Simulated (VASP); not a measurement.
Here is a VASP 6.6.1 calculation.

File INCAR:

```
SYSTEM = Zr
PREC = Accurate
ENCUT = 500
EDIFF = 1E-6
ISMEAR = 0
SIGMA = 0.05
LREAL = .False.
LASPH = .True.
NELM = 120
ALGO = Normal
ISIF = 2
LWAVE = .False.
LCHARG = .True.
GGA = PE
LELF = .True.
LVHAR = .True.
NBANDS = 19
GGA_COMPAT = .False.
```

File KPOINTS:

```
Automatic mesh
0
Gamma
  8 8 4
  0 0 0
```

The input POSCAR:

```
Zr
1.0
    3.2405622123      0.0000000000      0.0000000000
   -1.6202811061      2.8064091984      0.0000000000
    0.0000000000      0.0000000000      5.1615792208
Zr
2
Direct
    0.3333333333      0.6666666667      0.7500000000
    0.6666666667      0.3333333333      0.2500000000
```

Potentials or basis: VASP PAW PBE potentials, release 64 (Zr_sv).

The run is started by

```sh
$ cat potpaw_PBE.64/Zr_sv/POTCAR > POTCAR
$ mpirun -np 1 vasp_std > vasp.out
```

Estimate the pressure.

0.0 GPa.

Predict the band gap on the k mesh.

zero (band 12 reaches 9.76 eV, above the bottom of band 13 at 8.84 eV).
